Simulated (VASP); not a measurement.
Write the native input for VASP 6.6.1 that does the following.

* Task: single point
* Functional: PBE
* Potentials or basis: VASP PAW PBE potentials, release 64 (W_sv, C, Ti_sv)
* Cutoff: 520 eV
* k mesh: 4 × 4 × 1
* Occupations: gaussian, width 0.05 eV
* Spin: no spin polarisation
* Dipole correction: no
* Further INCAR settings: LREAL = Auto; ALGO = Normal; EDIFF = 1e-07; NBANDS = 92

The structure of TiW8C8 lies in POSCAR:

```
TiW8C8
1.0
    5.8034000000      0.0000000000      0.0000000000
   -2.9017000000      5.0258920000      0.0000000000
    0.0000000000      0.0000000000     17.2429000000
W C Ti
8 8 1
Direct
    0.0000000000      0.0000000000      0.0579948849
   -0.0016591623      0.0016777121      0.2235891294
    0.0000000000      0.5000000000      0.0579948849
   -0.0016985464      0.4960956184      0.2235887815
    0.5000000000      0.0000000000      0.0579948849
    0.5039271943      0.0017210875      0.2235898254
    0.5000000000      0.5000000000      0.0579948849
    0.5001892962      0.4998316717      0.2238259805
    0.3341006950      0.1680097782      0.1354365565
    0.3326539608      0.1645449206      0.2971886980
    0.3341160739      0.6658869709      0.1354387023
    0.3326026937      0.6674361486      0.2971808107
    0.8334134033      0.1666062462      0.1322246838
    0.8335853564      0.1664401066      0.2887641290
    0.8319985331      0.6658987101      0.1354366725
    0.8354932605      0.6673824268      0.2971881180
    0.1669056614      0.8331279303      0.3557446253
```

One way to write it, as run:

INCAR

```
SYSTEM = TiW8C8
PREC = Accurate
ENCUT = 520
EDIFF = 1E-7
ISMEAR = 0
SIGMA = 0.05
LREAL = Auto
LASPH = .True.
NELM = 80
ALGO = Normal
ISIF = 2
LWAVE = .False.
LCHARG = .False.
GGA = PE
NBANDS = 92
```

KPOINTS

```
regular mesh
0
Gamma
  4 4 1
  0 0 0
```

Potentials or basis: VASP PAW PBE potentials, release 64 (W_sv, C, Ti_sv).

Launch:

```console
$ cat potpaw_PBE.64/W_sv/POTCAR potpaw_PBE.64/C/POTCAR potpaw_PBE.64/Ti_sv/POTCAR > POTCAR
$ mpirun -np 1 vasp_std > vasp.out
```

It gave:

```json
{
  "Largest force": "0.210 eV/Å",
  "Band gap on the k mesh": "zero (bands 78 and 79 overlap by 0.53 eV)"
}
```

Caveat: there is no dipole correction, which matters where the two faces differ; spin-orbit coupling is left out, which moves the levels of the heavy elements.

Run time: 34 min on 1 thread of Intel(R) Xeon(R) Platinum 8259CL CPU @ 2.50GHz (Skylake/Cascade Lake), on a shared host, peak memory 0.78 GiB.
